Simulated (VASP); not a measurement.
# ZnS in VASP: single point with r2SCAN

Aim: the single point of ZnS with r2SCAN.

Program: VASP 6.6.1. These are calculated values, not measurements. Logs are shortened: lines on timing, memory, paths and dates and some standing lists are left out, and cuts for length are marked.

## 1. The cell of the first run

The typed cell holds 4 atoms: a = 3.806 Å, b = 3.805 Å, c = 6.244 Å, α = 89.94°, β = 90.03°, γ = 119.98°.

## 2. Single point, r2SCAN

POSCAR

```
ZnS
1.0
    3.8063617054      0.0007859204     -0.0010408427
   -1.9025095605      3.2957672786      0.0020069616
   -0.0017429674      0.0027629726      6.2436768161
Zn S
2 2
Direct
    0.3333847644      0.6665796298      0.0053705636
    0.6666082482      0.3332383679      0.5053662125
    0.3331745751      0.6667345812      0.3796311783
    0.6668324123      0.3334474209      0.8796320456
```

INCAR.step1

```
SYSTEM = ZnS
PREC = Accurate ; ENCUT = 520
ISMEAR = 0 ; SIGMA = 0.05
LREAL = .FALSE. ; LASPH = .TRUE.
NELM = 80 ; NBANDS = 26
GGA = PE ; ALGO = Normal
EDIFF = 1E-4 ; LWAVE = .TRUE.
LCHARG = .FALSE.
```

INCAR.step2

```
SYSTEM = ZnS
PREC = Accurate ; ENCUT = 520
EDIFF = 1E-7 ; ISMEAR = 0
SIGMA = 0.05 ; LREAL = .FALSE.
LASPH = .TRUE. ; NELM = 80
ALGO = Normal ; ISIF = 2
LWAVE = .FALSE. ; LCHARG = .FALSE.
METAGGA = R2SCAN ; LMIXTAU = .TRUE.
NBANDS = 26 ; ISTART = 1
```

KPOINTS

```
Automatic mesh
0
G
  6 6 4
  0 0 0
```

Potentials or basis: VASP PAW PBE potentials, release 64 (Zn, S).

On the command line:

```
$ cat potpaw_PBE.64/Zn/POTCAR potpaw_PBE.64/S/POTCAR > POTCAR
$ cp INCAR.step1 INCAR
$ mpirun -np 1 vasp_std > vasp.out
$ cp INCAR.step2 INCAR
$ mpirun -np 1 vasp_std > vasp.out
```

OUTCAR:

```text
SYSTEM = ZnS
   PREC = Accurate
   ENCUT = 520
   EDIFF = 1E-7
   ISMEAR = 0
   LREAL = .FALSE.
   LASPH = .TRUE.
   NELM = 80
   ISIF = 2
   METAGGA = R2SCAN
   ISTART = 1

 ion  position               nearest neighbor table
   1  0.333  0.667  0.005-   4 2.33   4 2.33   4 2.33   3 2.34
   2  0.667  0.333  0.505-   3 2.33   3 2.33   3 2.33   4 2.34
   3  0.333  0.667  0.380-   2 2.33   2 2.33   2 2.33   1 2.34
   4  0.667  0.333  0.880-   1 2.33   1 2.33   1 2.33   2 2.34

  LATTYP: Found a triclinic cell.
 ALAT       =     3.8054735067
 B/A-ratio  =     1.0003551562
 C/A-ratio  =     1.6407097986
 COS(alpha) =     0.0004973820
 COS(beta)  =     0.0010502016
 COS(gamma) =     0.4999441747

  Lattice vectors:

 A1 = (   1.9025095605,  -3.2957672786,  -0.0020069616)
 A2 = (  -1.9038521449,  -3.2965531990,  -0.0009661189)
 A3 = (   0.0017429674,  -0.0027629726,  -6.2436768161)

Analysis of symmetry for initial positions (statically):
=====================================================================
 Subroutine PRICEL returns:
 Original cell was already a primitive cell.

 Routine SETGRP: Setting up the symmetry group for a
 triclinic supercell.

 Subroutine GETGRP returns: Found  1 space group operations
 (whereof  1 operations were pure point group operations)
 out of a pool of  2 trial point group operations.

The static configuration has the point symmetry C_1 .

Analysis of symmetry for dynamics (positions and initial velocities):
=====================================================================
 Subroutine PRICEL returns:
 Original cell was already a primitive cell.

 Routine SETGRP: Setting up the symmetry group for a
 triclinic supercell.

 Subroutine GETGRP returns: Found  1 space group operations
 (whereof  1 operations were pure point group operations)
 out of a pool of  2 trial point group operations.

The dynamic configuration has the point symmetry C_1 .

 Subroutine INISYM returns: Found  1 space group operations
 (whereof  1 operations are pure point group operations),
 and found     1 'primitive' translations

----------------------------------------------------------------------------------------

                                     Primitive cell

[... 84 lines left out ...]
 SYSTEM =  ZnS
   PREC   = accura    normal or accurate (medium, high low for compatibility)
   ISTART =      1    job   : 0-new  1-cont  2-samecut
   ICHARG =      0    charge: 1-file 2-atom 10-const
   ISPIN  =      1    spin polarized calculation?
   LNONCOLLINEAR =      F non collinear calculations
   LSORBIT =      F    spin-orbit coupling
   LASPH  =      T    aspherical Exc in radial PAW
   ENCUT  =  520.0 eV  38.22 Ry    6.18 a.u.   7.08  7.08 11.61*2*pi/ulx,y,z
   NELM   =     80;   NELMIN=  2; NELMDL=  0     # of ELM steps
   EDIFF  = 0.1E-06   stopping-criterion for ELM
   LREAL  =      F    real-space projection
   EDIFFG = 0.1E-05   stopping-criterion for IOM
   NSW    =      0    number of steps for IOM
   IBRION =     -1    ionic relax: 0-MD 1-quasi-New 2-CG
   NFREE  =      0    steps in history (QN), initial steepest desc. (CG)
   ISIF   =      2    stress and relaxation
   ISYM   =      2    0-nonsym 1-usesym 2-fastsym
   POTIM  = 0.5000    time-step for ionic-motion
   TEBEG  =    0.0;   TEEND  =   0.0 temperature during run
   PSTRESS=    0.0 pullay stress
   NELECT =      36.0000    total number of electrons
   NUPDOWN=      -1.0000    fix difference up-down
   EMIN   =  10.00;   EMAX   =-10.00  energy-range for DOS
   EFERMI =   0.00;   METHOD = LEGACY
   ISMEAR =     0;   SIGMA  =   0.05  broadening in eV -4-tet -1-fermi 0-gaus
   EFERMI_NEDOS =   21; number of points for ismear=-14 and -15
   IALGO  =     38    algorithm
   IMIX   =      4    mixing-type and parameters
     AMIX     =   0.40;   BMIX     =  1.00
     AMIX_MAG =   1.60;   BMIX_MAG =  1.00
  volume/ion in A,a.u.               =      19.58       132.16
  Fermi-wavevector in a.u.,A,eV,Ry     =   1.263347  2.387380 21.715532  1.596047
  Thomas-Fermi vector in A             =   2.396709
   LORBIT       =      0    0 simple, 1 ext, 2 COOP (PROOUT), +10 PAW based schemes
   METAGGA = R2SCAN    functional components
   LHFCALC =     F    Hartree Fock is set to
   AEXX    =    0.0000 exact exchange contribution
   IVDW    =     0    specifies the selected vdW correction
   LEPSILON=     F    determine dielectric tensor
   LRPA    =     F    only Hartree local field effects (RPA)
 non-spin polarized calculation
 Gauss-broadening in eV      SIGMA  =   0.05
  energy-cutoff  :      520.00
  volume of cell :       78.34
 maximum number of plane-waves:      2130
   NGX = 15   NGY = 15   NGZ = 23

 number of electron      35.9999994 magnetization

 Free energy of the ion-electron system (eV)
  ---------------------------------------------------
  ext. energy  EPLUGINS =         0.00000000
  ---------------------------------------------------
  free energy    TOTEN  =       -37.72120070 eV

  energy without entropy =      -37.72120070  energy(sigma->0) =      -37.72120070

 E-fermi :   2.1273     XC(G=0): -10.3137

 val. band max:        1.9213042302   @ k =   0.0000   0.0000   0.0000
 cond. band min:       4.7092065367   @ k =   0.0000   0.0000   0.0000
 fundamental gap:      2.7879023065
 Fermi energy:         2.1273124412

 k-point     1 :       0.0000    0.0000    0.0000
  band No.  band energies     occupation
      1     -11.8335      2.00000
      2     -10.8718      2.00000
      3      -4.6158      2.00000
      4      -4.6009      2.00000
      5      -4.6007      2.00000
      6      -4.5096      2.00000
[... 685 lines left out ...]
     25      12.4303      0.00000
     26      13.2737      0.00000

 [... further k-points ...]
[... 5 lines left out ...]
  --------------------------------------------------------------------------------------
  -------------------------------------------------------------------------------------
  Total        0.0332966      0.0377585      0.0263326     -0.0045174     -0.0123842      0.0080122
  in kB        0.6810076      0.7722650      0.5385740     -0.0923932     -0.2532907      0.1638714
  external PRESSURE =       0.6639489 kB  Pullay stress =       0.0000000 kB

 VOLUME and BASIS-vectors are now :
 -----------------------------------------------------------------------------
  energy-cutoff  :      520.00
  volume of cell :       78.34
      direct lattice vectors                 reciprocal lattice vectors
     3.806361705  0.000785920 -0.001040843     0.262686762  0.151638153  0.000006227
    -1.902509560  3.295767279  0.002006962    -0.000062678  0.303383382 -0.000134272
    -0.001742967  0.002762973  6.243676816     0.000043811 -0.000072241  0.160162082

 POSITION                                       TOTAL-FORCE (eV/Angst)
 -----------------------------------------------------------------------------------
      0.00080      2.19717      0.03452        -0.000007      0.000551      0.002552
      1.90248      1.10020      3.15532        -0.000151      0.000776      0.002835
     -0.00095      2.19871      2.37129         0.000740     -0.000762     -0.002633
      1.90229      1.10192      5.49211        -0.000582     -0.000566     -0.002755
 -----------------------------------------------------------------------------------
    total drift:                               -0.000629      0.001164      0.012058

  FREE ENERGIE OF THE ION-ELECTRON SYSTEM (eV)
  ---------------------------------------------------
  free  energy   TOTEN  =       -37.7212007037 eV

  energy  without entropy=      -37.7212007037  energy(sigma->0) =      -37.72120070
```

OUTCAR.step1:

```text
SYSTEM = ZnS
   PREC = Accurate
   ENCUT = 520
   ISMEAR = 0
   LREAL = .FALSE.
   LASPH = .TRUE.
   NELM = 80
[... 928 lines left out ...]
      1.90248      1.10020      3.15532         0.000152      0.000281      0.000996
     -0.00095      2.19871      2.37129         0.000206     -0.000278     -0.000813
      1.90229      1.10192      5.49211        -0.000487     -0.000281     -0.000909
 -----------------------------------------------------------------------------------
    total drift:                                0.000021     -0.000033      0.000012

  FREE ENERGIE OF THE ION-ELECTRON SYSTEM (eV)
  ---------------------------------------------------
  free  energy   TOTEN  =       -13.6714930251 eV

  energy  without entropy=      -13.6714930251  energy(sigma->0) =      -13.67149303
```

Run time: 4.2 min. Hardware: 1 thread of AMD EPYC 9R45 (Zen 5), shared host; peak memory 0.25 GiB.

Results:

```yaml
Free_energy: -37.7212 eV
Pressure: 0.1 GPa
Band_gap_on_the_k_mesh: 2.79 eV
```

Forces on the atoms (eV/Å):
```
Zn   0.000  0.001  0.003
Zn   0.000  0.001  0.003
S    0.001 -0.001 -0.003
S   -0.001 -0.001 -0.003
```

Caveat: the PAW data sets were made with another functional, which shifts forces and pressure a little.
